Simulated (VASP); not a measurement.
A run of VASP 6.6.1:

INCAR

```
SYSTEM = Ag
  PREC = Accurate
  ENCUT = 600
  EDIFF = 1E-8
  ISMEAR = -1
  SIGMA = 0.15
  LREAL = .FALSE.
  LASPH = .TRUE.
  NELM = 80
  ALGO = Normal
  ISIF = 3
  LWAVE = .FALSE.
  LCHARG = .FALSE.
  GGA = PE
  IBRION = 6
  NFREE = 2
  POTIM = 0.015
  NSW = 1
```

The input KPOINTS:

```
regular mesh
0
G
  18 18 10
  0 0 0
```

The input POSCAR:

```
Ag
1.0
    2.8025743057      0.0000000000      0.0000000000
   -1.4012871529      2.4271005448      0.0000000000
    0.0000000000      0.0000000000      4.5947465447
Ag
2
Direct
    0.3333333333      0.6666666667      0.2500000000
    0.6666666667      0.3333333333      0.7500000000
```

Potentials or basis: VASP PAW PBE potentials, release 64 (Ag).

Launch:

```console
$ cat potpaw_PBE.64/Ag/POTCAR > POTCAR
$ mpirun -np 1 vasp_std > vasp.out
```

Hardware: 1 thread of Oxide Virtual Turin-like Processor, with other jobs on the host.

Q: How long does it take, and how much memory?

A: Wall time 87 min on 1 thread of Oxide Virtual Turin-like Processor (shared host), peak memory 0.87 GiB. Counts: scf iterations 165, k points 222.
